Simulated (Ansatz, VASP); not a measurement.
# One calculation of ScGa3, two programs

Contents of INCAR:

```
PREC     = Accurate       # precision mode
ENCUT    = 520            # plane-wave cutoff, eV
EDIFF    = 1E-8           # SCF threshold, eV
ISMEAR   = -1             # smearing method
SIGMA    = 0.05           # smearing width, eV
LREAL    = False          # projectors in reciprocal space
LASPH    = True           # aspherical terms in the spheres
NELM     = 60             # most SCF steps
ALGO     = Normal         # electronic algorithm
ISIF     = 2              # what is computed and relaxed
LWAVE    = False          # write WAVECAR
LCHARG   = False          # write CHGCAR
GGA      = CA             # functional
LEFG     = True         
NBANDS   = 33             # bands
```

Contents of KPOINTS:

```
Automatic mesh
0
Gamma
  9 9 9
```

File POSCAR:

```
ScGa3
1.0
    4.0813042455      0.0000000000      0.0000000000
    0.0000000000      4.0813042455      0.0000000000
    0.0000000000      0.0000000000      4.0813042455
Sc Ga
1 3
Direct
    0.0000000000      0.0000000000      0.0000000000
    0.0000000000      0.5000000000      0.5000000000
    0.5000000000      0.0000000000      0.5000000000
    0.5000000000      0.5000000000      0.0000000000
```

Input for Ansatz:

```yaml
crystal:
  lattice:
    - [4.0813042455, 0.0, 0.0]
    - [0.0, 4.0813042455, 0.0]
    - [0.0, 0.0, 4.0813042455]
  atoms:
    - { symbol: Sc, position: [0.0, 0.0, 0.0] }
    - { symbol: Ga, position: [0.0, 0.5, 0.5] }
    - { symbol: Ga, position: [0.5, 0.0, 0.5] }
    - { symbol: Ga, position: [0.5, 0.5, 0.0] }
kpoints:
  mp_grid: { grid: [9, 9, 9] }
scf:
  occupations: { method: fermi_dirac, width: 0.05 }
hamiltonian:
  xc: lda
  pseudopotentials: { kind: all_electron, datasets: crystal }
output:
  forces: true
  stress: true
  eigenvalues: true
  efg: { contact_densities: true }
```

Change from the starting cell: volume scaled by 0.99, crystal datasets.

Alike in both runs: task electric field gradients; functional LDA; k mesh 9 × 9 × 9; occupations fermi-dirac, width 0.05 eV; no spin polarisation.

```csv
,VASP,Ansatz
version,VASP 6.6.1,Ansatz 0.2.0
potentials or method,"VASP PAW LDA potentials, release 64 (Sc_sv, Ga_d), cutoff 520 eV","all-electron PAW with datasets made for the crystal, scalar-relativistic"
```

|  | VASP | Ansatz | Ansatz less VASP |
| --- | --- | --- | --- |
| pressure (GPa) | -4.6 | -4.8 | -0.20 |
| size of Vzz on the site where it differs most (V/Å²) | 63.3 | 65.8 | +2.48 |

LDA's correlation is that of Perdew and Zunger in VASP and of Perdew and Wang (1992) in Ansatz. Ansatz ran all-electron here, and VASP with PAW potentials.
